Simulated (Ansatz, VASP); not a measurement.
## SeS in VASP and in Ansatz

```
Se S
1.0
     0.00000    2.97550    2.97550
     2.97550    0.00000    2.97550
     2.97550    2.97550    0.00000
Se S
1 1
Direct
  0.00000 0.00000 0.00000
  0.75000 0.75000 0.75000
```

Alike in both runs: task relaxation of cell and atoms; functional PBE; k mesh 16 × 16 × 16; occupations gaussian, width 0.1 eV; no spin polarisation.

|  | VASP | Ansatz |
| --- | --- | --- |
| version | VASP 6.6.1 | Ansatz 0.2.0 |
| potentials or method | VASP PAW PBE potentials, release 64 (Se, S), cutoff 600 eV | scalar-relativistic, plane waves, PAW |
| valence electrons in the cell | 12 | 22 |

```csv
,VASP,Ansatz,Ansatz less VASP
"gap on the k mesh at the Fermi level, each at its own relaxed structure (eV)",none,none,-
relaxed volume (Å³/atom),27.88,27.88,-0.003
relaxed length of the cell vector where the two differ most in proportion (Å),4.288,4.288,-0.0001
```

A gap of «none» marks a metal or a gap that the smearing closes. VASP's potentials hold 12 valence electrons a cell and Ansatz's 22, so a difference there can come from the potentials and not from the codes.
